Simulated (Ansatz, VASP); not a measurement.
**One calculation of TiAl2N3, two programs**

INCAR

```
SYSTEM = TiAl2N3
PREC = Accurate ; ENCUT = 520
EDIFF = 1E-7 ; ISMEAR = 0
SIGMA = 0.1 ; LREAL = .False.
LASPH = .True. ; NELM = 150
ALGO = Normal ; ISIF = 2
LWAVE = .False. ; LCHARG = .False.
ISPIN = 2 ; MAGMOM = 1 0 0 0 0 0
LORBIT = 11 ; LMAXMIX = 4
GGA = PE ; NBANDS = 30
```

KPOINTS

```
Automatic mesh
0
Gamma
  8 8 8
  0 0 0
```

File POSCAR:

```
TiAl2N3
1.0
   -1.6509008200      1.6509008200      7.0041790000
    1.6509008200     -1.6509008200      7.0041790000
    1.6509008200      1.6509008200     -7.0041790000
Ti Al N
1 2 3
Direct
    0.0000000000      0.0000000000      0.0000000000
    0.6666666700      0.6666666700      0.0000000000
    0.3333333300      0.3333333300      0.0000000000
    0.5000000000      0.5000000000      0.0000000000
    0.8333333300      0.8333333300      0.0000000000
    0.1666666700      0.1666666700      0.0000000000
```

Input for Ansatz:

```yaml
crystal:
  lattice:
    - [-1.65090082, 1.65090082, 7.004179]
    - [1.65090082, -1.65090082, 7.004179]
    - [1.65090082, 1.65090082, -7.004179]
  atoms:
    - { symbol: Ti, position: [0.0, 0.0, 0.0], spin: 1.0 }
    - { symbol: Al, position: [0.66666667, 0.66666667, 0.0] }
    - { symbol: Al, position: [0.33333333, 0.33333333, 0.0] }
    - { symbol: "N", position: [0.5, 0.5, 0.0] }
    - { symbol: "N", position: [0.83333333, 0.83333333, 0.0] }
    - { symbol: "N", position: [0.16666667, 0.16666667, 0.0] }
basis:
  ecutwfc: 420
kpoints:
  mp_grid: { grid: [8, 8, 8] }
hamiltonian:
  xc: pbe
scf:
  occupations: { method: gaussian, width: 0.1 }
  lower_state_search: "off"
output:
  forces: true
  stress: true
  eigenvalues: true
  populations: true
magnetization:
  spin_polarized: true
```

Alike in both runs: task single point; functional PBE; k mesh 8 × 8 × 8; occupations gaussian, width 0.1 eV; collinear spin.

|  | VASP | Ansatz |
| --- | --- | --- |
| version | VASP 6.6.1 | Ansatz 0.2.0 |
| potentials or method | VASP PAW PBE potentials, release 64 (Ti_sv, Al, N), cutoff 520 eV | scalar-relativistic, plane waves, PAW |
| valence electrons in the cell | 33 | 33 |

|  | VASP | Ansatz | Ansatz less VASP |
| --- | --- | --- | --- |
| gap on the k mesh at the Fermi level (eV) | none | none | - |
| rms of the force components (eV/Å) | 0.140 | 0.138 | -0.0025 |
| net moment per atom (μB) | 0.10 | 0.10 | 0.000 |
| size of the moment on the site where the two differ most (μB) | 0.51 | 0.45 | -0.058 |

Site moments also hang on the region over which each program counts them. Atom by atom the forces differ by 0.003 eV/Å (rms over components). A gap of «none» marks a metal or a gap that the smearing closes.
